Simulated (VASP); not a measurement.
KCl (Sylvite): single point with r2SCAN

KCl (Sylvite):

```
K Cl
1.0
     0.00000    3.14485    3.14485
     3.22536    0.00000    3.14485
     3.22536    3.14485    0.00000
K Cl
1 1
Direct
  0.00000 0.00000 0.00000
  0.50000 0.50000 0.50000
```

This cell differs from its parent crystal: uniaxial x strain +2.6%.

```yaml
Program: VASP 6.6.1
Task: single point
Functional: r2SCAN
Potentials_or_basis: VASP PAW PBE potentials, release 64 (K_sv, Cl)
Cutoff: 520 eV
k_mesh: 8 × 8 × 8
Occupations: gaussian, width 0.01 eV
Spin: no spin polarisation
```

```
Pressure               : -0.4 GPa
Band gap on the k mesh : 5.74 eV, direct
```

Stress tensor (GPa, compression positive):
```
-1.00  0.00  0.00
 0.00 -0.14  0.00
 0.00  0.00 -0.14
```

Levels at points of the mesh, in eV from the valence-band top:
```csv
k point,band 5,band 6,band 7,band 8,band 9,band 10,band 11,band 12
"(0.00, 0.00, 0.00)",-11.02,-0.02,0.00,0.00,5.74,8.91,9.07,9.07
"(0.50, 0.00, 0.00)",-10.81,-1.01,-0.31,-0.31,8.06,9.14,11.22,11.26
"(0.50, 0.50, 0.00)",-11.07,-0.64,-0.24,-0.23,7.03,9.11,10.59,11.09
"(0.00, 0.50, 0.50)",-11.07,-0.68,-0.21,-0.21,7.08,9.09,10.44,11.03
```

It took 3.7 min on 1 thread of Intel(R) Xeon(R) Platinum 8259CL CPU @ 2.50GHz (Skylake/Cascade Lake), on a shared host, peak memory 0.24 GiB.

Caveat: the cell differs from its parent crystal (uniaxial x strain +2.6%); the PAW data sets were made with another functional, which shifts forces and pressure a little. A k mesh can miss the band edges.
